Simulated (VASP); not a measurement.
A run of VASP 6.6.1 is set up as follows.

INCAR

```
PREC = Accurate
ENCUT = 520
EDIFF = 1E-6
ISMEAR = 0
SIGMA = 0.15
LREAL = False
LASPH = True
NELM = 80
ALGO = Normal
ISIF = 2
LWAVE = False
LCHARG = True
GGA = PS
LELF = True
LVHAR = True
NBANDS = 15
```

Contents of KPOINTS:

```
regular mesh
0
Gamma
  18 18 16
```

Contents of POSCAR:

```
TaN
1.0
    2.8144000000      0.0000000000      0.0000000000
   -1.4072000000      2.4373418964      0.0000000000
    0.0000000000      0.0000000000      3.0143000000
Ta N
1 1
Direct
    0.3333333333      0.6666666667      0.5000000000
    0.0000000000      0.0000000000      0.0000000000
```

Potentials or basis: VASP PAW PBE potentials, release 64 (Ta_pv, N).

The run is started by

```bash
$ cat potpaw_PBE.64/Ta_pv/POTCAR potpaw_PBE.64/N/POTCAR > POTCAR
$ mpirun -np 1 vasp_std > vasp.out
```

**Question.** What does it give for the band gap on the k mesh?

**Answer.** Zero (bands 8 and 9 overlap by 0.43 eV).

**Question.** Estimate the pressure.

**Answer.** 10.5 GPa.

Stress tensor (GPa, compression positive):
```
 29.66   0.00   0.00
  0.00  29.66   0.00
  0.00   0.00 -27.75
```

Caveat: the cell stands under pressure; the PAW data sets were made with another functional, which shifts forces and pressure a little; spin-orbit coupling is left out, which moves the levels of the heavy elements.
